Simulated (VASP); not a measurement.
A run of VASP 6.6.1 is set up as follows.

INCAR

```
SYSTEM = GaAs
PREC = Accurate
ENCUT = 600
EDIFF = 1E-6
ISMEAR = 0
SIGMA = 0.01
LREAL = .False.
LASPH = .True.
NELM = 100
ALGO = Normal
ISIF = 3
LWAVE = .False.
LCHARG = .False.
GGA = PS
IBRION = 2
NSW = 100
EDIFFG = -0.002
PSTRESS = 70.0
```

Contents of KPOINTS:

```
Automatic mesh
0
Gamma
  8 8 8
  0 0 0
```

File POSCAR:

```
GaAs
1.0
    2.8291472884      2.8291472884      0.0000000000
   -2.8291472884      2.8291472884      0.0000000000
    0.0000000000      2.8291472884      2.8291472884
Ga As
1 1
Direct
    0.0000000000      0.0000000000      0.0000000000
    0.7500000000      0.2500000000      0.5000000000
```

Potentials or basis: VASP PAW PBE potentials, release 64 (Ga_d, As).

Launch:

```sh
$ cat potpaw_PBE.64/Ga_d/POTCAR potpaw_PBE.64/As/POTCAR > POTCAR
$ mpirun -np 1 vasp_std > vasp.out
```

**Question.** What does it give for the band gap on the k mesh?

**Answer.** 1.06 eV.

**Question.** What does it give for the relaxed cell?

**Answer.** a = 3.895 Å, b = 3.895 Å, c = 3.895 Å, α = 60.00°, β = 60.00°, γ = 90.00°.

**Question.** What does it give for the space group after relaxing (to 0.1 Å)?

**Answer.** F-43m (No. 216).

**Question.** Predict the relaxed volume.

**Answer.** 20.89 Å³/atom.

Final structure:
```
Ga As
1.0
     2.75395    2.75395    0.00000
    -2.75395    2.75395    0.00000
     0.00000    2.75395    2.75395
Ga As
1 1
Cartesian
  2.7540 2.7540 0.0000
  1.3770 4.1309 1.3770
```

Caveat: the cell is relaxed towards a set pressure, so the run minimises the enthalpy, not the energy; the PAW data sets were made with another functional, which shifts forces and pressure a little. A k mesh can miss the band edges.
